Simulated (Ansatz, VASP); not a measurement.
**Two plane-wave programs on FeO**

The input INCAR:

```
ALGO = Normal
EDIFF = 1E-6
ENCUT = 700
GGA = CA
GGA_COMPAT = False
ISIF = 2
ISMEAR = 0
ISPIN = 2
LASPH = True
LCHARG = True
LDAU = True
LDAUJ = 0.9 0
LDAUL = 2 -1
LDAUPRINT = 1
LDAUTYPE = 1
LDAUU = 5 0
LELF = True
LMAXMIX = 4
LORBIT = 11
LREAL = False
LVHAR = True
LWAVE = False
MAGMOM = 3.81 0.25
NBANDS = 22
NELM = 200
PREC = Accurate
SIGMA = 0.05
```

File KPOINTS:

```
k-points
0
Gamma
  8 8 8
```

File POSCAR:

```
FeO
1.0
    0.0000000000      2.1554001600      2.1554001600
    2.1554001600      0.0000000000      2.1554001600
    2.1554001600      2.1554001600      0.0000000000
Fe O
1 1
Direct
    0.0000000000      0.0000000000      0.0000000000
    0.5000000000      0.5000000000      0.5000000000
```

Input for Ansatz:

```yaml
crystal:
  lattice:
    - [0.0, 2.15540016, 2.15540016]
    - [2.15540016, 0.0, 2.15540016]
    - [2.15540016, 2.15540016, 0.0]
  atoms:
    - { symbol: Fe, position: [0.0, 0.0, 0.0], spin: 4.0 }
    - { symbol: O, position: [0.5, 0.5, 0.5] }
basis:
  ecutwfc: 420
  ecutrho_ratio: 4
kpoints:
  mp_grid: { grid: [8, 8, 8] }
hamiltonian:
  xc: lda
  hubbard:
    sites:
      - { site: 0, l: d, u: 5.0, j: 0.9, starting_ns: [{ spin: up, occupation_matrix: s0up }, { spin: down, occupation_matrix: s0down }] }
    occupation_matrices:
      s0up:
        matrix:
          - [0.97, 0.0, 0.0, 0.0, 0.0]
          - [0.0, 0.97, 0.0, 0.0, 0.0]
          - [0.0, 0.0, 0.97, 0.0, 0.0]
          - [0.0, 0.0, 0.0, 0.97, 0.0]
          - [0.0, 0.0, 0.0, 0.0, 0.97]
      s0down:
        matrix:
          - [0.08445, 0.04462, -0.07436, 0.02974, -0.2206]
          - [0.04462, 0.05089, -0.05148, 0.02059, -0.15272]
          - [-0.07436, -0.05148, 0.1058, -0.03432, 0.25454]
          - [0.02974, 0.02059, -0.03432, 0.03373, -0.10182]
          - [-0.2206, -0.15272, 0.25454, -0.10182, 0.77514]
    ns_hold: { iters: 5 }
scf:
  occupations: { method: gaussian, width: 0.05 }
  lower_state_search: "off"
  max_iter: 150
output:
  forces: true
  stress: true
  eigenvalues: true
  populations: true
  hubbard: { sites: [{ site: 0, l: d }] }
magnetization:
  spin_polarized: true
```

Alike in both runs: task single point; functional LDA; k mesh 8 × 8 × 8; occupations gaussian, width 0.05 eV; collinear spin; Hubbard terms Fe d U = 5.0 eV, J = 0.9 eV.

|  | VASP | Ansatz |
| --- | --- | --- |
| version | VASP 6.6.1 | Ansatz 0.2.0 |
| potentials or method | VASP PAW LDA potentials, release 64 (Fe_sv, O), cutoff 700 eV | scalar-relativistic, plane waves, PAW |
| valence electrons in the cell | 22 | 22 |

|  | VASP | Ansatz | Ansatz less VASP |
| --- | --- | --- | --- |
| pressure (GPa) | -15.1 | -4.1 | +11.02 |
| net moment per atom (μB) | 2.00 | 2.00 | -0.002 |
| size of the moment on the site where the two differ most (μB) | 3.62 | 3.46 | -0.155 |

LDA's correlation is that of Perdew and Zunger in VASP and of Perdew and Wang (1992) in Ansatz. Site moments also hang on the region over which each program counts them. The programs project onto different local orbitals, so the same U acts differently, and such runs can settle in different states. Ansatz's warnings: specified occupation not kept, symmetry narrowed by occupation matrices.
